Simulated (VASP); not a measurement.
# Ti (P6_3/mmc) in VASP: a series of runs

Runs on Ti. Level: PBEsol. Tasks: single point, relaxation of volume and atoms at fixed shape.

Everything below comes from runs of VASP 6.6.1. Logs are shortened: lines on timing, memory, paths and dates and some standing lists are left out, and cuts for length are marked.

### 1 The cell of the first run

It takes space group P6_3/mmc (No. 194, hexagonal). Conventional cell: a = 2.897 Å, b = 2.897 Å, c = 4.596 Å, α = 90.00°, β = 90.00°, γ = 120.00°. Within 3.7 Å of Ti (site symmetry -6m2) lie 12 Ti at 2.84 to 2.90 Å.

### 2 Single point, PBEsol

Input file INCAR:

```
SYSTEM = Ti
PREC = Accurate
ENCUT = 520
EDIFF = 1E-7
ISMEAR = 0
SIGMA = 0.02
LREAL = .False.
LASPH = .True.
NELM = 100
ALGO = Normal
ISIF = 2
LWAVE = .False.
LCHARG = .False.
GGA = PS
NBANDS = 19
```

Input file KPOINTS:

```
Automatic mesh
0
Gamma
  9 9 5
  0 0 0
```

Input file POSCAR:

```
Ti
1.0
    2.8968552713      0.0000000000      0.0000000000
   -1.4484276357      2.5087502561      0.0000000000
    0.0000000000      0.0000000000      4.5956889877
Ti
2
Direct
    0.3333333333      0.6666666667      0.2500000000
    0.6666666667      0.3333333333      0.7500000000
```

Potentials or basis: VASP PAW PBE potentials, release 64 (Ti_sv).

Launch:

```sh
> cat potpaw_PBE.64/Ti_sv/POTCAR > POTCAR
> mpirun -np 1 vasp_std > vasp.out
```

OUTCAR:

```text
SYSTEM = Ti
   PREC = Accurate
   ENCUT = 520
   EDIFF = 1E-7
   ISMEAR = 0
   LREAL = .False.
   LASPH = .True.
   NELM = 100
   ISIF = 2
   GGA = PS

 ion  position               nearest neighbor table
   1  0.333  0.667  0.250-   2 2.84   2 2.84   2 2.84   2 2.84   2 2.84   2 2.84
   2  0.667  0.333  0.750-   1 2.84   1 2.84   1 2.84   1 2.84   1 2.84   1 2.84

  LATTYP: Found a hexagonal cell.
 ALAT       =     2.8968552713
 C/A-ratio  =     1.5864406597

  Lattice vectors:

 A1 = (   2.8968552713,   0.0000000000,   0.0000000000)
 A2 = (  -1.4484276357,   2.5087502561,   0.0000000000)
 A3 = (   0.0000000000,   0.0000000000,   4.5956889877)

Analysis of symmetry for initial positions (statically):
=====================================================================
 Subroutine PRICEL returns:
 Original cell was already a primitive cell.

 Routine SETGRP: Setting up the symmetry group for a
 hexagonal supercell.

 Subroutine GETGRP returns: Found 24 space group operations
 (whereof 12 operations were pure point group operations)
 out of a pool of 24 trial point group operations.

The static configuration has the point symmetry D_3d.
 The point group associated with its full space group is D_6h.

Analysis of symmetry for dynamics (positions and initial velocities):
=====================================================================
 Subroutine PRICEL returns:
 Original cell was already a primitive cell.

 Routine SETGRP: Setting up the symmetry group for a
 hexagonal supercell.

 Subroutine GETGRP returns: Found 24 space group operations
 (whereof 12 operations were pure point group operations)
 out of a pool of 24 trial point group operations.

The dynamic configuration has the point symmetry D_3d.
 The point group associated with its full space group is D_6h.

 Subroutine INISYM returns: Found 24 space group operations
 (whereof 12 operations are pure point group operations),
 and found     1 'primitive' translations

----------------------------------------------------------------------------------------

                                     Primitive cell

  volume of cell :      33.3991

  direct lattice vectors                    reciprocal lattice vectors
     2.896855271  0.000000000  0.000000000     0.345201919  0.199302421  0.000000000
    -1.448427636  2.508750256  0.000000000     0.000000000  0.398604842  0.000000000
     0.000000000  0.000000000  4.595688988     0.000000000  0.000000000  0.217595230

  length of vectors
     2.896855271  2.896855271  4.595688988     0.398604842  0.398604842  0.217595230

  position of ions in fractional coordinates (direct lattice)
     0.333333333  0.666666667  0.250000000
     0.666666667  0.333333333  0.750000000

  ion indices of the primitive-cell ions
   primitive index   ion index
                 1           1
                 2           2

----------------------------------------------------------------------------------------

 KPOINTS: Automatic mesh

Automatic generation of k-mesh.
 Grid dimensions read from file:
 generate k-points for:    9    9    5

 Generating k-lattice:

  Cartesian coordinates                     Fractional coordinates (reciprocal lattice)
     0.038355769  0.022144713  0.000000000     0.111111111  0.000000000  0.000000000
     0.000000000  0.044289427  0.000000000     0.000000000  0.111111111  0.000000000
     0.000000000  0.000000000  0.043519046     0.000000000  0.000000000  0.200000000

  Length of vectors
     0.044289427  0.044289427  0.043519046

  Shift w.r.t. Gamma in fractional coordinates (k-lattice)
     0.000000000  0.000000000  0.000000000

 Subroutine IBZKPT returns following result:
 ===========================================

 Found     36 irreducible k-points:

 Following reciprocal coordinates:
            Coordinates               Weight
  0.000000  0.000000  0.000000      1.000000
  0.111111  0.000000  0.000000      6.000000
  0.222222  0.000000  0.000000      6.000000
  0.333333 -0.000000  0.000000      6.000000
  0.444444  0.000000  0.000000      6.000000
  0.111111  0.111111  0.000000      6.000000
[... 16 lines left out ...]
  0.333333  0.222222  0.200000     24.000000
  0.333333  0.333333  0.200000      4.000000
 [... further k-points ...]
   k-points           NKPTS =     36   k-points in BZ     NKDIM =     36   number of bands    NBANDS=     19
   number of dos      NEDOS =    301   number of ions     NIONS =      2
   total plane-waves  NPLWV =  20736
   dimension x,y,z NGX =    24 NGY =   24 NGZ =   36
   dimension x,y,z NGXF=    48 NGYF=   48 NGZF=   72
   ions per type =               2
   NGX,Y,Z   is equivalent  to a cutoff of  13.77, 13.77, 13.02 a.u.
   NGXF,Y,Z  is equivalent  to a cutoff of  27.55, 27.55, 26.05 a.u.
 SYSTEM =  Ti
   PREC   = accura    normal or accurate (medium, high low for compatibility)
   ISTART =      0    job   : 0-new  1-cont  2-samecut
   ICHARG =      2    charge: 1-file 2-atom 10-const
   ISPIN  =      1    spin polarized calculation?
   LNONCOLLINEAR =      F non collinear calculations
   LSORBIT =      F    spin-orbit coupling
   LASPH  =      T    aspherical Exc in radial PAW
   ENCUT  =  520.0 eV  38.22 Ry    6.18 a.u.   5.39  5.39  8.54*2*pi/ulx,y,z
   NELM   =    100;   NELMIN=  2; NELMDL= -5     # of ELM steps
   EDIFF  = 0.1E-06   stopping-criterion for ELM
   LREAL  =      F    real-space projection
   EDIFFG = 0.1E-05   stopping-criterion for IOM
   NSW    =      0    number of steps for IOM
   IBRION =     -1    ionic relax: 0-MD 1-quasi-New 2-CG
   NFREE  =      0    steps in history (QN), initial steepest desc. (CG)
   ISIF   =      2    stress and relaxation
   ISYM   =      2    0-nonsym 1-usesym 2-fastsym
   POTIM  = 0.5000    time-step for ionic-motion
   TEBEG  =    0.0;   TEEND  =   0.0 temperature during run
   PSTRESS=    0.0 pullay stress
   NELECT =      24.0000    total number of electrons
   NUPDOWN=      -1.0000    fix difference up-down
   EMIN   =  10.00;   EMAX   =-10.00  energy-range for DOS
   EFERMI =   0.00;   METHOD = LEGACY
   ISMEAR =     0;   SIGMA  =   0.02  broadening in eV -4-tet -1-fermi 0-gaus
   EFERMI_NEDOS =   21; number of points for ismear=-14 and -15
   IALGO  =     38    algorithm
   IMIX   =      4    mixing-type and parameters
     AMIX     =   0.40;   BMIX     =  1.00
     AMIX_MAG =   1.60;   BMIX_MAG =  1.00
  volume/ion in A,a.u.               =      16.70       112.69
  Fermi-wavevector in a.u.,A,eV,Ry     =   1.466336  2.770974 29.254465  2.150143
  Thomas-Fermi vector in A             =   2.582086
   LORBIT       =      0    0 simple, 1 ext, 2 COOP (PROOUT), +10 PAW based schemes
   GGA     = PS    functional components
   LHFCALC =     F    Hartree Fock is set to
   AEXX    =    0.0000 exact exchange contribution
   IVDW    =     0    specifies the selected vdW correction
   LEPSILON=     F    determine dielectric tensor
   LRPA    =     F    only Hartree local field effects (RPA)
 non-spin polarized calculation
 Gauss-broadening in eV      SIGMA  =   0.02
  energy-cutoff  :      520.00
  volume of cell :       33.40
 maximum number of plane-waves:       929
 NGX is ok and might be reduce to    24
   NGX = 11   NGY = 11   NGZ = 17

 number of electron      24.0000000 magnetization

 Free energy of the ion-electron system (eV)
  ---------------------------------------------------
  ext. energy  EPLUGINS =         0.00000000
  ---------------------------------------------------
  free energy    TOTEN  =       -16.68151625 eV

  energy without entropy =      -16.68055069  energy(sigma->0) =      -16.68103347

 E-fermi :   8.7097     XC(G=0): -11.8240

 val. band max:        8.6138725897   @ k =   0.0000   0.0000   0.4000
 cond. band min:       8.7120279415   @ k =   0.2222   0.2222   0.4000
 fundamental gap:      0.0981553518
 Fermi energy:         8.7096542229

 k-point     1 :       0.0000    0.0000    0.0000
  band No.  band energies     occupation
      1     -47.9316      2.00000
      2     -47.7689      2.00000
      3     -24.6753      2.00000
      4     -23.9326      2.00000
      5     -23.9326      2.00000
      6     -23.8623      2.00000
[... 11 lines left out ...]
     18      10.3247      0.00000
     19      11.9424      0.00000

 k-point     2 :       0.1111    0.0000    0.0000
  band No.  band energies     occupation
      1     -47.9172      2.00000
      2     -47.7632      2.00000
      3     -24.6444      2.00000
      4     -23.9959      2.00000
      5     -23.9534      2.00000
      6     -23.8841      2.00000
[... 11 lines left out ...]
     18      10.1848      0.00000
     19      12.0433      0.00000

 k-point     3 :       0.2222    0.0000    0.0000
  band No.  band energies     occupation
      1     -47.8796      2.00000
      2     -47.7501      2.00000
      3     -24.5596      2.00000
      4     -24.1579      2.00000
      5     -24.0440      2.00000
      6     -24.0037      2.00000
[... 11 lines left out ...]
     18      10.8053      0.00000
     19      12.2144      0.00000

 k-point     4 :       0.3333   -0.0000    0.0000
  band No.  band energies     occupation
      1     -47.8326      2.00000
      2     -47.7390      2.00000
      3     -24.4437      2.00000
      4     -24.3440      2.00000
      5     -24.2167      2.00000
      6     -24.0580      2.00000
[... 407 lines left out ...]
     18      12.1271      0.00000
     19      12.7932      0.00000

 k-point    23 :       0.3333    0.2222    0.2000
  band No.  band energies     occupation
      1     -47.7732      2.00000
      2     -47.7436      2.00000
      3     -24.4479      2.00000
      4     -24.3747      2.00000
      5     -24.2519      2.00000
      6     -24.1359      2.00000
[... 11 lines left out ...]
     18      12.2875      0.00000
     19      13.8566      0.00000

 k-point    24 :       0.3333    0.3333    0.2000
  band No.  band energies     occupation
      1     -47.7533      2.00000
      2     -47.7533      2.00000
      3     -24.3623      2.00000
      4     -24.3623      2.00000
      5     -24.3532      2.00000
      6     -24.1401      2.00000
[... 11 lines left out ...]
     18      11.9054      0.00000
     19      15.4285      0.00000

 [... further k-points ...]

------------------------ aborting loop because EDIFF is reached ----------------------------------------

  FORCE on cell =-STRESS in cart. coord.  units (eV):
  Direction    XX          YY          ZZ          XY          YZ          ZX
  --------------------------------------------------------------------------------------
  -------------------------------------------------------------------------------------
  Total       -0.0267944     -0.0267944     -0.1077990      0.0000000     -0.0000000      0.0000000
  in kB       -1.2853470     -1.2853470     -5.1711874      0.0000000     -0.0000000      0.0000000
  external PRESSURE =      -2.5806271 kB  Pullay stress =       0.0000000 kB

 VOLUME and BASIS-vectors are now :
 -----------------------------------------------------------------------------
  energy-cutoff  :      520.00
  volume of cell :       33.40
      direct lattice vectors                 reciprocal lattice vectors
     2.896855271  0.000000000  0.000000000     0.345201919  0.199302421  0.000000000
    -1.448427636  2.508750256  0.000000000     0.000000000  0.398604842  0.000000000
     0.000000000  0.000000000  4.595688988     0.000000000  0.000000000  0.217595230

 POSITION                                       TOTAL-FORCE (eV/Angst)
 -----------------------------------------------------------------------------------
     -0.00000      1.67250      1.14892         0.000000      0.000000      0.000000
      1.44843      0.83625      3.44677        -0.000000      0.000000      0.000000
 -----------------------------------------------------------------------------------
    total drift:                               -0.000000      0.000000     -0.000000

  FREE ENERGIE OF THE ION-ELECTRON SYSTEM (eV)
  ---------------------------------------------------
  free  energy   TOTEN  =       -16.6815162518 eV

  energy  without entropy=      -16.6805506858  energy(sigma->0) =      -16.68103347
```

Run time: 31 s. Hardware: 1 thread of Intel Xeon 8259CL, shared host; peak memory 0.16 GiB.

Results:

* Free energy: -16.6815 eV
* Pressure: -0.3 GPa
* Band gap on the k mesh: zero (bands 12 and 13 overlap by 1.09 eV)

Stress tensor (GPa, compression positive):
```
-0.13  0.00  0.00
 0.00 -0.13  0.00
 0.00  0.00 -0.52
```

Caveat: the PAW data sets were made with another functional, which shifts forces and pressure a little.

[end of part 1 of 2]

The gap in the log of VASP goes by the Fermi energy; the results here count the filled bands.